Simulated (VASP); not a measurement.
# Hg (P6_3/mmc) in VASP: a series of runs, part 2 of 2

VASP 6.6.1. The steps go on from the part before.

### Step 6. Single point, PBEsol

The input, INCAR:

```
SYSTEM = Hg
ALGO = Normal ; EDIFF = 1E-7
ENCUT = 520 ; GGA = PS
ISIF = 2 ; ISMEAR = 1
LASPH = .TRUE. ; LCHARG = .FALSE.
LREAL = .FALSE. ; LWAVE = .FALSE.
NBANDS = 19 ; NELM = 80
PREC = Accurate ; SIGMA = 0.1
```

The input, KPOINTS:

```
k-points
0
G
  9 9 5
  0 0 0
```

The input, POSCAR:

```
Hg
1.0
    3.4618100000      0.0000000000      0.0000000000
   -1.7309050000      2.9980154031      0.0000000000
    0.0000000000      0.0000000000      5.4875480000
Hg
2
Direct
    0.6666666667      0.3333333333      0.7500000000
    0.3333333333      0.6666666667      0.2500000000
```

Potentials or basis: VASP PAW PBE potentials, release 64 (Hg).

Started as:

```console
> cat potpaw_PBE.64/Hg/POTCAR > POTCAR
> mpirun -np 1 vasp_std > vasp.out
```

OUTCAR:

```text
SYSTEM = Hg
   EDIFF = 1E-7
   ENCUT = 520
   GGA = PS
   ISIF = 2
   ISMEAR = 1
   LASPH = .TRUE.
   LREAL = .FALSE.
   NELM = 80
   PREC = Accurate

 ion  position               nearest neighbor table
   1  0.667  0.333  0.750-   2 3.39   2 3.39   2 3.39   2 3.39   2 3.39   2 3.39
   2  0.333  0.667  0.250-   1 3.39   1 3.39   1 3.39   1 3.39   1 3.39   1 3.39

  LATTYP: Found a hexagonal cell.
 ALAT       =     3.4618100000
 C/A-ratio  =     1.5851672969

  Lattice vectors:

 A1 = (   3.4618100000,   0.0000000000,   0.0000000000)
 A2 = (  -1.7309050000,   2.9980154031,   0.0000000000)
 A3 = (   0.0000000000,   0.0000000000,   5.4875480000)

Analysis of symmetry for initial positions (statically):
=====================================================================
 Subroutine PRICEL returns:
 Original cell was already a primitive cell.

 Routine SETGRP: Setting up the symmetry group for a
 hexagonal supercell.

 Subroutine GETGRP returns: Found 24 space group operations
 (whereof 12 operations were pure point group operations)
 out of a pool of 24 trial point group operations.

The static configuration has the point symmetry D_3d.
 The point group associated with its full space group is D_6h.

Analysis of symmetry for dynamics (positions and initial velocities):
=====================================================================
 Subroutine PRICEL returns:
 Original cell was already a primitive cell.

 Routine SETGRP: Setting up the symmetry group for a
 hexagonal supercell.

 Subroutine GETGRP returns: Found 24 space group operations
 (whereof 12 operations were pure point group operations)
 out of a pool of 24 trial point group operations.

The dynamic configuration has the point symmetry D_3d.
 The point group associated with its full space group is D_6h.

 Subroutine INISYM returns: Found 24 space group operations
[... 105 lines left out ...]
   POTIM  = 0.5000    time-step for ionic-motion
   TEBEG  =    0.0;   TEEND  =   0.0 temperature during run
   PSTRESS=    0.0 pullay stress
   NELECT =      24.0000    total number of electrons
   NUPDOWN=      -1.0000    fix difference up-down
   EMIN   =  10.00;   EMAX   =-10.00  energy-range for DOS
   EFERMI =   0.00;   METHOD = LEGACY
   ISMEAR =     1;   SIGMA  =   0.10  broadening in eV -4-tet -1-fermi 0-gaus
   EFERMI_NEDOS =   21; number of points for ismear=-14 and -15
   IALGO  =     38    algorithm
   IMIX   =      4    mixing-type and parameters
     AMIX     =   0.40;   BMIX     =  1.00
     AMIX_MAG =   1.60;   BMIX_MAG =  1.00
  volume/ion in A,a.u.               =      28.48       192.17
  Fermi-wavevector in a.u.,A,eV,Ry     =   1.227364  2.319382 20.496126  1.506423
  Thomas-Fermi vector in A             =   2.362330
   LORBIT       =      0    0 simple, 1 ext, 2 COOP (PROOUT), +10 PAW based schemes
   GGA     = PS    functional components
   LHFCALC =     F    Hartree Fock is set to
   AEXX    =    0.0000 exact exchange contribution
   IVDW    =     0    specifies the selected vdW correction
   LEPSILON=     F    determine dielectric tensor
   LRPA    =     F    only Hartree local field effects (RPA)
 non-spin polarized calculation
 Methfessel and Paxton  Order N= 1 SIGMA  =   0.10
  energy-cutoff  :      520.00
  volume of cell :       56.95
 maximum number of plane-waves:      1553
 NGX is ok and might be reduce to    28
   NGX = 13   NGY = 13   NGZ = 21

 number of electron      24.0000000 magnetization

 Free energy of the ion-electron system (eV)
  ---------------------------------------------------
  ext. energy  EPLUGINS =         0.00000000
  ---------------------------------------------------
  free energy    TOTEN  =        -0.99963223 eV

  energy without entropy =       -0.99918657  energy(sigma->0) =       -0.99948368

 E-fermi :   0.7894     XC(G=0): -10.0360

 val. band max:        0.6376314824   @ k =   0.3333   0.1111   0.0000
 cond. band min:       0.7969164649   @ k =   0.2222   0.2222   0.0000
 fundamental gap:      0.1592849825
 Fermi energy:         0.7894148446

 k-point     1 :       0.0000    0.0000    0.0000
  band No.  band energies     occupation
      1      -6.4700      2.00000
      2      -5.8181      2.00000
      3      -5.1552      2.00000
      4      -5.1529      2.00000
      5      -5.1529      2.00000
      6      -5.0545      2.00000
[... 505 lines left out ...]
      6      -5.0494      2.00000
[... 11 lines left out ...]
     18       8.8088      0.00000
     19      11.1135      0.00000

 [... further k-points ...]
[... 5 lines left out ...]
  --------------------------------------------------------------------------------------
  -------------------------------------------------------------------------------------
  Total       -0.8375885     -0.8375885     -0.8158795     -0.0000000      0.0000000      0.0000000
  in kB      -23.5627439    -23.5627439    -22.9520347     -0.0000000      0.0000000      0.0000000
  external PRESSURE =     -23.3591742 kB  Pullay stress =       0.0000000 kB

 VOLUME and BASIS-vectors are now :
 -----------------------------------------------------------------------------
  energy-cutoff  :      520.00
  volume of cell :       56.95
      direct lattice vectors                 reciprocal lattice vectors
     3.461810000  0.000000000  0.000000000     0.288866229  0.166776995  0.000000000
    -1.730905000  2.998015403  0.000000000     0.000000000  0.333553990  0.000000000
     0.000000000  0.000000000  5.487548000     0.000000000  0.000000000  0.182230752

 POSITION                                       TOTAL-FORCE (eV/Angst)
 -----------------------------------------------------------------------------------
      1.73091      0.99934      4.11566         0.000000     -0.000000      0.000000
     -0.00000      1.99868      1.37189        -0.000000      0.000000      0.000000
 -----------------------------------------------------------------------------------
    total drift:                               -0.000000      0.000000     -0.000000

  FREE ENERGIE OF THE ION-ELECTRON SYSTEM (eV)
  ---------------------------------------------------
  free  energy   TOTEN  =        -0.9996322318 eV

  energy  without entropy=       -0.9991865717  energy(sigma->0) =       -0.99948368
```

stdout:

```text
POSCAR found type information on POSCAR Hg
 POSCAR found :  1 types and       2 ions
 scaLAPACK will be used
 -----------------------------------------------------------------------------
|                                                                             |
|                                                                             |
|     You enforced a specific xc type in the INCAR file but a different       |
|     I HOPE YOU KNOW WHAT YOU ARE DOING!                                     |
|                                                                             |
 -----------------------------------------------------------------------------

 LDA part: xc-table for (Slater+PW92), standard interpolation
 POSCAR, INCAR and KPOINTS ok, starting setup
 FFT: planning ... GRIDC
 FFT: planning ... GRID_SOFT
 FFT: planning ... GRID
 WAVECAR not read
 entering main loop
```

Wall time 18 s (1 thread of Intel Xeon 6975P-C, shared host); peak memory 0.19 GiB.

Results:

```yaml
Free_energy: -0.9996 eV
Pressure: -2.3 GPa
Band_gap_on_the_k_mesh: zero (band 12 reaches 0.80 eV, above the bottom of band 13 at 0.43 eV)
```

Caveat: the PAW data sets were made with another functional, which shifts forces and pressure a little; spin-orbit coupling is left out, which moves the levels of the heavy elements.

### Step 7. Overview

```tsv
k mesh	gap on the mesh (eV)	pressure (GPa)
3 × 3 × 2	none	-1.9
5 × 5 × 3	none	-2.4
6 × 6 × 4	none	-2.1
7 × 7 × 4	none	-2.2
9 × 9 × 5	none	-2.3
```

Alike in all rows: task single point; level PBEsol; potentials or basis VASP PAW PBE potentials, release 64 (Hg); no spin polarisation; cell as given; cutoff (eV) 520; smearing methfessel-paxton 0.1 eV.

Caveats: some runs use coarse meshes; the PAW data sets were made with another functional, which shifts forces and pressure a little; spin-orbit coupling is left out, which moves the levels of the heavy elements.

Absolute energies hang on the potentials; compare differences alone.
